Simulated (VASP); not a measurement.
# Ga (I4/mmm) in VASP: settings compared, part 2 of 2

VASP 6.6.1.

## (3) Single point, r2SCAN

This run uses another cell than the first one, of 17.36 Å³/atom.

POSCAR

```
Ga
1.0
   -1.3751071731      1.3751071731      2.2957117997
    1.3751071731     -1.3751071731      2.2957117997
    1.3751071731      1.3751071731     -2.2957117997
Ga
1
Direct
    0.0000000000      0.0000000000      0.0000000000
```

INCAR.step1

```
SYSTEM = Ga
PREC = Accurate ; ENCUT = 520
ISMEAR = -1 ; SIGMA = 0.05
LREAL = .False. ; LASPH = .True.
NELM = 100 ; NBANDS = 12
GGA = PE ; ALGO = Normal
EDIFF = 1E-4 ; LWAVE = .True.
LCHARG = .False.
```

INCAR.step2

```
SYSTEM = Ga
PREC = Accurate ; ENCUT = 520
EDIFF = 1E-6 ; ISMEAR = -1
SIGMA = 0.05 ; LREAL = .False.
LASPH = .True. ; NELM = 100
ALGO = Normal ; ISIF = 2
LWAVE = .False. ; LCHARG = .False.
METAGGA = R2SCAN ; LMIXTAU = .True.
NBANDS = 12 ; ISTART = 1
```

KPOINTS

```
Automatic mesh
0
Gamma
  13 13 13
  0 0 0
```

Potentials or basis: VASP PAW PBE potentials, release 64 (Ga_d).

Command:

```
cat potpaw_PBE.64/Ga_d/POTCAR > POTCAR
cp INCAR.step1 INCAR
mpirun -np 1 vasp_std > vasp.out
cp INCAR.step2 INCAR
mpirun -np 1 vasp_std > vasp.out
```

OUTCAR:

```text
SYSTEM = Ga
   PREC = Accurate
   ENCUT = 520
   EDIFF = 1E-6
   ISMEAR = -1
   LREAL = .False.
   LASPH = .True.
   NELM = 100
   ISIF = 2
   METAGGA = R2SCAN
   ISTART = 1

 ion  position               nearest neighbor table
   1  0.000  0.000  0.000-

  LATTYP: Found a body centered tetragonal cell.
 ALAT       =     2.7502143462
 C/A-ratio  =     1.6694784556

  Lattice vectors:

 A1 = (  -1.3751071731,   1.3751071731,   2.2957117997)
 A2 = (   1.3751071731,  -1.3751071731,   2.2957117997)
 A3 = (   1.3751071731,   1.3751071731,  -2.2957117997)

Analysis of symmetry for initial positions (statically):
=====================================================================
 Subroutine PRICEL returns:
 Original cell was already a primitive cell.

 Routine SETGRP: Setting up the symmetry group for a
 body centered tetragonal supercell.

 Subroutine GETGRP returns: Found 16 space group operations
 (whereof 16 operations were pure point group operations)
 out of a pool of 16 trial point group operations.

The static configuration has the point symmetry D_4h.

Analysis of symmetry for dynamics (positions and initial velocities):
=====================================================================
 Subroutine PRICEL returns:
 Original cell was already a primitive cell.

 Routine SETGRP: Setting up the symmetry group for a
 body centered tetragonal supercell.

 Subroutine GETGRP returns: Found 16 space group operations
 (whereof 16 operations were pure point group operations)
 out of a pool of 16 trial point group operations.

The dynamic configuration has the point symmetry D_4h.

 Subroutine INISYM returns: Found 16 space group operations
 (whereof 16 operations are pure point group operations),
 and found     1 'primitive' translations

----------------------------------------------------------------------------------------

                                     Primitive cell

  volume of cell :      17.3640

  direct lattice vectors                    reciprocal lattice vectors
    -1.375107173  1.375107173  2.295711800     0.000000000  0.363608023  0.217797373
     1.375107173 -1.375107173  2.295711800     0.363608023  0.000000000  0.217797373
     1.375107173  1.375107173 -2.295711800     0.363608023  0.363608023  0.000000000

  length of vectors
     3.008676144  3.008676144  3.008676144     0.423847248  0.423847248  0.514219397

  position of ions in fractional coordinates (direct lattice)
     0.000000000  0.000000000  0.000000000

  ion indices of the primitive-cell ions
   primitive index   ion index
                 1           1

----------------------------------------------------------------------------------------

 KPOINTS: Automatic mesh

Automatic generation of k-mesh.
 Grid dimensions read from file:
 generate k-points for:   13   13   13

 Generating k-lattice:

  Cartesian coordinates                     Fractional coordinates (reciprocal lattice)
     0.000000000  0.027969848  0.016753644     0.076923077  0.000000000 -0.000000000
     0.027969848  0.000000000  0.016753644     0.000000000  0.076923077 -0.000000000
     0.027969848  0.027969848  0.000000000     0.000000000  0.000000000  0.076923077

  Length of vectors
     0.032603634  0.032603634  0.039555338

  Shift w.r.t. Gamma in fractional coordinates (k-lattice)
     0.000000000  0.000000000  0.000000000

 Subroutine IBZKPT returns following result:
 ===========================================

 Found    196 irreducible k-points:

 Following reciprocal coordinates:
            Coordinates               Weight
  0.000000  0.000000  0.000000      1.000000
  0.076923  0.000000  0.000000      8.000000
  0.153846  0.000000 -0.000000      8.000000
  0.230769  0.000000 -0.000000      8.000000
  0.307692  0.000000 -0.000000      8.000000
  0.384615  0.000000 -0.000000      8.000000
[... 16 lines left out ...]
  0.384615  0.153846 -0.000000     16.000000
  0.461538  0.153846 -0.000000     16.000000
 [... further k-points ...]
   k-points           NKPTS =    196   k-points in BZ     NKDIM =    196   number of bands    NBANDS=     12
   number of dos      NEDOS =    301   number of ions     NIONS =      1
   total plane-waves  NPLWV =  13824
   dimension x,y,z NGX =    24 NGY =   24 NGZ =   24
   dimension x,y,z NGXF=    48 NGYF=   48 NGZF=   48
   ions per type =               1
   NGX,Y,Z   is equivalent  to a cutoff of  13.26, 13.26, 13.26 a.u.
   NGXF,Y,Z  is equivalent  to a cutoff of  26.52, 26.52, 26.52 a.u.
 SYSTEM =  Ga
   PREC   = accura    normal or accurate (medium, high low for compatibility)
   ISTART =      1    job   : 0-new  1-cont  2-samecut
   ICHARG =      0    charge: 1-file 2-atom 10-const
   ISPIN  =      1    spin polarized calculation?
   LNONCOLLINEAR =      F non collinear calculations
   LSORBIT =      F    spin-orbit coupling
   LASPH  =      T    aspherical Exc in radial PAW
   ENCUT  =  520.0 eV  38.22 Ry    6.18 a.u.   5.59  5.59  5.59*2*pi/ulx,y,z
   NELM   =    100;   NELMIN=  2; NELMDL=  0     # of ELM steps
   EDIFF  = 0.1E-05   stopping-criterion for ELM
   LREAL  =      F    real-space projection
   EDIFFG = 0.1E-04   stopping-criterion for IOM
   NSW    =      0    number of steps for IOM
   IBRION =     -1    ionic relax: 0-MD 1-quasi-New 2-CG
   NFREE  =      0    steps in history (QN), initial steepest desc. (CG)
   ISIF   =      2    stress and relaxation
   ISYM   =      2    0-nonsym 1-usesym 2-fastsym
   POTIM  = 0.5000    time-step for ionic-motion
   TEBEG  =    0.0;   TEEND  =   0.0 temperature during run
   PSTRESS=    0.0 pullay stress
   NELECT =      13.0000    total number of electrons
   NUPDOWN=      -1.0000    fix difference up-down
   EMIN   =  10.00;   EMAX   =-10.00  energy-range for DOS
   EFERMI =   0.00;   METHOD = LEGACY
   ISMEAR =    -1;   SIGMA  =   0.05  broadening in eV -4-tet -1-fermi 0-gaus
   EFERMI_NEDOS =   21; number of points for ismear=-14 and -15
   IALGO  =     38    algorithm
   IMIX   =      4    mixing-type and parameters
     AMIX     =   0.40;   BMIX     =  1.00
     AMIX_MAG =   1.60;   BMIX_MAG =  1.00
  volume/ion in A,a.u.               =      17.36       117.18
  Fermi-wavevector in a.u.,A,eV,Ry     =   1.486526  2.809127 30.065598  2.209759
  Thomas-Fermi vector in A             =   2.599801
   LORBIT       =      0    0 simple, 1 ext, 2 COOP (PROOUT), +10 PAW based schemes
   METAGGA = R2SCAN    functional components
   LHFCALC =     F    Hartree Fock is set to
   AEXX    =    0.0000 exact exchange contribution
   IVDW    =     0    specifies the selected vdW correction
   LEPSILON=     F    determine dielectric tensor
   LRPA    =     F    only Hartree local field effects (RPA)
 non-spin polarized calculation
  energy-cutoff  :      520.00
  volume of cell :       17.36
 maximum number of plane-waves:       485
   NGX = 11   NGY = 11   NGZ = 11

 number of electron      13.0000000 magnetization

 Free energy of the ion-electron system (eV)
  ---------------------------------------------------
  ext. energy  EPLUGINS =         0.00000000
  ---------------------------------------------------
  free energy    TOTEN  =       -11.31187588 eV

  energy without entropy =      -11.30901149  energy(sigma->0) =      -11.31044368

 E-fermi :   6.1955     XC(G=0): -12.6631

 val. band max:        6.1882592075   @ k =  -0.1538  -0.3846   0.0769
 cond. band min:       6.2195469638   @ k =  -0.3077  -0.3846   0.0769
 fundamental gap:      0.0312877563
 Fermi energy:         6.1955152626

 k-point     1 :       0.0000    0.0000    0.0000
  band No.  band energies     occupation
      1      -9.4377      2.00000
      2      -9.2672      2.00000
      3      -9.2269      2.00000
      4      -9.2269      2.00000
      5      -9.0440      2.00000
      6      -6.0777      2.00000
      7      20.0239      0.00000
      8      20.2551      0.00000
      9      20.2552      0.00000
     10      23.4614      0.00000
     11      23.7693      0.00000
     12      24.6103      0.00000
[... 331 lines left out ...]
 k-point    24 :       0.4615    0.1538   -0.0000
  band No.  band energies     occupation
      1      -9.3870      2.00000
      2      -9.3101      2.00000
      3      -9.2313      2.00000
      4      -9.1055      2.00000
      5      -8.9993      2.00000
      6       1.6885      2.00000
      7       2.3520      2.00000
      8      13.2287      0.00000
      9      15.1270      0.00000
     10      19.2195      0.00000
     11      21.6877      0.00000
     12      28.5118      0.00000

 [... further k-points ...]

------------------------ aborting loop because EDIFF is reached ----------------------------------------

  FORCE on cell =-STRESS in cart. coord.  units (eV):
  Direction    XX          YY          ZZ          XY          YZ          ZX
  --------------------------------------------------------------------------------------
  -------------------------------------------------------------------------------------
  Total        0.1778305      0.1778305      0.1538085      0.0000000      0.0000000      0.0000000
  in kB       16.4084098     16.4084098     14.1919011      0.0000000      0.0000000      0.0000000
  external PRESSURE =      15.6695736 kB  Pullay stress =       0.0000000 kB

 VOLUME and BASIS-vectors are now :
 -----------------------------------------------------------------------------
  energy-cutoff  :      520.00
  volume of cell :       17.36
      direct lattice vectors                 reciprocal lattice vectors
    -1.375107173  1.375107173  2.295711800     0.000000000  0.363608023  0.217797373
     1.375107173 -1.375107173  2.295711800     0.363608023  0.000000000  0.217797373
     1.375107173  1.375107173 -2.295711800     0.363608023  0.363608023  0.000000000

 POSITION                                       TOTAL-FORCE (eV/Angst)
 -----------------------------------------------------------------------------------
      0.00000      0.00000      0.00000         0.000000      0.000000      0.000000
 -----------------------------------------------------------------------------------
    total drift:                                0.000000      0.000000     -0.000000

  FREE ENERGIE OF THE ION-ELECTRON SYSTEM (eV)
  ---------------------------------------------------
  free  energy   TOTEN  =       -11.3118758758 eV

  energy  without entropy=      -11.3090114883  energy(sigma->0) =      -11.31044368
```

OUTCAR.step1:

```text
SYSTEM = Ga
   PREC = Accurate
   ENCUT = 520
   ISMEAR = -1
   LREAL = .False.
   LASPH = .True.
[... 577 lines left out ...]
 -----------------------------------------------------------------------------------
      0.00000      0.00000      0.00000         0.000000      0.000000      0.000000
 -----------------------------------------------------------------------------------
    total drift:                               -0.000000      0.000000     -0.000000

  FREE ENERGIE OF THE ION-ELECTRON SYSTEM (eV)
  ---------------------------------------------------
  free  energy   TOTEN  =        -2.8665334323 eV

  energy  without entropy=       -2.8637990067  energy(sigma->0) =       -2.86516622
```

Wall time 77 s (1 thread of Intel Xeon Platinum 8488C (Sapphire Rapids), shared host); peak memory 0.17 GiB.

Results:

```
Free energy            : -11.3119 eV
Pressure               : 1.6 GPa
Band gap on the k mesh : zero (an odd number of electrons rules out a gap without spin polarisation)
```

Levels at points of the mesh, in eV from the Fermi level:
```tsv
k point	band 4	band 5	band 6	band 7	band 8	band 9
(0.00, 0.00, 0.00)	-15.42	-15.24	-12.27	13.83	14.06	14.06
```

Caveat: the PAW data sets were made with another functional, which shifts forces and pressure a little.

## (4) Single point, r2SCAN

This run uses another cell than the first one, of 17.72 Å³/atom.

POSCAR

```
Ga
1.0
   -1.3843987196      1.3843987196      2.3112238365
    1.3843987196     -1.3843987196      2.3112238365
    1.3843987196      1.3843987196     -2.3112238365
Ga
1
Direct
    0.0000000000      0.0000000000      0.0000000000
```

INCAR.step1

```
SYSTEM = Ga
PREC = Accurate
ENCUT = 520
ISMEAR = -1
SIGMA = 0.05
LREAL = .FALSE.
LASPH = .TRUE.
NELM = 60
NBANDS = 12
GGA = PE
ALGO = Normal
EDIFF = 1E-4
LWAVE = .TRUE.
LCHARG = .FALSE.
```

INCAR.step2

```
SYSTEM = Ga
PREC = Accurate
ENCUT = 520
EDIFF = 1E-6
ISMEAR = -1
SIGMA = 0.05
LREAL = .FALSE.
LASPH = .TRUE.
NELM = 60
ALGO = Normal
ISIF = 2
LWAVE = .FALSE.
LCHARG = .FALSE.
METAGGA = R2SCAN
LMIXTAU = .TRUE.
NBANDS = 12
ISTART = 1
```

KPOINTS

```
regular mesh
0
G
  13 13 13
  0 0 0
```

Command:

```
cat potpaw_PBE.64/Ga_d/POTCAR > POTCAR
cp INCAR.step1 INCAR
mpirun -np 1 vasp_std > vasp.out
cp INCAR.step2 INCAR
mpirun -np 1 vasp_std > vasp.out
```

Run time: 88 s. Hardware: 1 thread of Intel Xeon Platinum 8488C (Sapphire Rapids), shared host; peak memory 0.17 GiB.

It converged, with:

```yaml
Free_energy: -11.3137 eV
Pressure: 0.2 GPa
Band_gap_on_the_k_mesh: zero (an odd number of electrons rules out a gap without spin polarisation)
```

Stress tensor (GPa, compression positive):
```
0.16 0.00 0.00
0.00 0.16 0.00
0.00 0.00 0.35
```

Levels at points of the mesh, in eV from the Fermi level:
```tsv
k point	band 2	band 3	band 4	band 5	band 6	band 7	band 8	band 9	band 10	band 11
(0.00, 0.00, 0.00)	-15.44	-15.40	-15.40	-15.23	-12.10	13.56	13.82	13.82	17.06	17.47
```

Caveat: the PAW data sets were made with another functional, which shifts forces and pressure a little.

## (5) Single point, RPBE+D3(BJ)

This run uses another cell than the first one, of 14.59 Å³/atom.

INCAR

```
PREC = Accurate
ENCUT = 520
EDIFF = 1E-6
ISMEAR = -1
SIGMA = 0.05
LREAL = False
LASPH = True
NELM = 80
ALGO = Normal
ISIF = 2
LWAVE = False
LCHARG = False
GGA = RP
IVDW = 12
NBANDS = 12
```

KPOINTS

```
regular mesh
0
Gamma
  13 13 13
```

POSCAR

```
Ga
1.0
   -1.3161678294      1.3161678294      2.1056651754
    1.3161678294     -1.3161678294      2.1056651754
    1.3161678294      1.3161678294     -2.1056651754
Ga
1
Direct
    0.0000000000      0.0000000000      0.0000000000
```

Potentials or basis: VASP PAW PBE potentials, release 64 (Ga_d).

Command:

```
cat potpaw_PBE.64/Ga_d/POTCAR > POTCAR
mpirun -np 1 vasp_std > vasp.out
```

OUTCAR:

```text
PREC = Accurate
   ENCUT = 520
   EDIFF = 1E-6
   ISMEAR = -1
   LREAL = False
   LASPH = True
   NELM = 80
   ISIF = 2
   GGA = RP
   IVDW = 12
 IVDW          = 12

 ion  position               nearest neighbor table
   1  0.000  0.000  0.000-

  LATTYP: Found a body centered tetragonal cell.
 ALAT       =     2.6323356588
 C/A-ratio  =     1.5998454972

  Lattice vectors:

[... 537 lines left out ...]
      8      16.5296      0.00000
      9      17.5198      0.00000
     10      21.5928      0.00000
     11      25.6297      0.00000
     12      31.3093      0.00000

 [... further k-points ...]

------------------------ aborting loop because EDIFF is reached ----------------------------------------

 Edisp (eV)   -2.28961

 E8    (eV) :    -1.5783

  FORCE on cell =-STRESS in cart. coord.  units (eV):
  Direction    XX          YY          ZZ          XY          YZ          ZX
  --------------------------------------------------------------------------------------
  -------------------------------------------------------------------------------------
  Total       0.03080     0.03080     0.02567     0.00000    -0.00000     0.00000
  in kB       3.38243     3.38243     2.81909     0.00000    -0.00000     0.00000
  external pressure =        3.19 kB  Pullay stress =        0.00 kB

 VOLUME and BASIS-vectors are now :
 -----------------------------------------------------------------------------
  energy-cutoff  :      520.00
  volume of cell :       14.59
      direct lattice vectors                 reciprocal lattice vectors
    -1.316167829  1.316167829  2.105665175     0.000000000  0.379890762  0.237454656
     1.316167829 -1.316167829  2.105665175     0.379890762  0.000000000  0.237454656
     1.316167829  1.316167829 -2.105665175     0.379890762  0.379890762  0.000000000

 POSITION                                       TOTAL-FORCE (eV/Angst)
 -----------------------------------------------------------------------------------
      0.00000      0.00000      0.00000         0.000000     -0.000000      0.000000
 -----------------------------------------------------------------------------------
    total drift:                               -0.000000      0.000000     -0.000000

  FREE ENERGIE OF THE ION-ELECTRON SYSTEM (eV)
  ---------------------------------------------------
  free  energy   TOTEN  =        -4.5172532576 eV

  energy  without entropy=       -4.5162510923  energy(sigma->0) =       -4.51675217
```

OSZICAR:

```text
N       E                     dE             d eps       ncg     rms          rms(c)
DAV:   1     0.408321697174E+02    0.40832E+02   -0.65873E+03  5368   0.200E+03
DAV:   2    -0.651083184423E+00   -0.41483E+02   -0.39551E+02  4912   0.254E+02
DAV:   3    -0.225517093742E+01   -0.16041E+01   -0.16005E+01  5400   0.421E+01
DAV:   4    -0.226570059585E+01   -0.10530E-01   -0.10529E-01  5380   0.347E+00
DAV:   5    -0.226580477802E+01   -0.10418E-03   -0.10418E-03  5496   0.332E-01    0.120E+00
DAV:   6    -0.223707057584E+01    0.28734E-01   -0.44060E-02  5900   0.500E+00    0.611E-01
DAV:   7    -0.222860897966E+01    0.84616E-02   -0.92421E-03  5924   0.205E+00    0.146E-01
DAV:   8    -0.222763366679E+01    0.97531E-03   -0.97329E-04  5772   0.604E-01    0.101E-02
DAV:   9    -0.222763902717E+01   -0.53604E-05   -0.92101E-06  6060   0.379E-02    0.411E-03
DAV:  10    -0.222763893607E+01    0.91101E-07   -0.23270E-07  3852   0.754E-03
   1 F= -.45172533E+01 E0= -.45167522E+01  d E =-.100217E-02
```

stdout:

```text
POSCAR found type information on POSCAR Ga
 POSCAR found :  1 types and       1 ions
 scaLAPACK will be used
 -----------------------------------------------------------------------------
|                                                                             |
|                                                                             |
|     You enforced a specific xc type in the INCAR file but a different       |
|     I HOPE YOU KNOW WHAT YOU ARE DOING!                                     |
|                                                                             |
 -----------------------------------------------------------------------------

 LDA part: xc-table for (Slater+PW92), standard interpolation
 POSCAR, INCAR and KPOINTS ok, starting setup
 FFT: planning ... GRIDC
 FFT: planning ... GRID_SOFT
 FFT: planning ... GRID
 WAVECAR not read
 entering main loop
```

Run time: 18 s. Hardware: 1 thread of Intel Xeon 8259CL, shared host; peak memory 0.17 GiB.

What came out:

```
Free energy                : -4.5173 eV
Pressure                   : 0.3 GPa
Band gap on the k mesh     : zero (an odd number of electrons rules out a gap without spin polarisation)
Dispersion energy per atom : -2.290 eV
```

Caveat: the PAW data sets were made with another functional, which shifts forces and pressure a little.

## (6) Summary

```tsv
level	cell	gap on the mesh (eV)	pressure (GPa)
r2SCAN	a = 2.967 Å, angles 125.6, 125.6, 80.5°, 1 atom	none	4.8
r2SCAN	a = 3.009 Å, angles 125.6, 125.6, 80.5°, 1 atom	none	1.6
r2SCAN	a = 3.029 Å, angles 125.6, 125.6, 80.5°, 1 atom	none	0.2
RPBE+D3(BJ)	a = 2.810 Å, angles 124.1, 124.1, 83.0°, 1 atom	none	0.3
```

Alike in all rows: task single point; potentials or basis VASP PAW PBE potentials, release 64 (Ga_d); no spin polarisation; k mesh 13 × 13 × 13; cutoff (eV) 520; smearing fermi-dirac 0.05 eV.

Caveats: the PAW data sets were made with another functional, which shifts forces and pressure a little; the cell stands under pressure (at least some runs).

Total energies depend on the potentials used, so only differences within one code and one set of settings carry meaning.
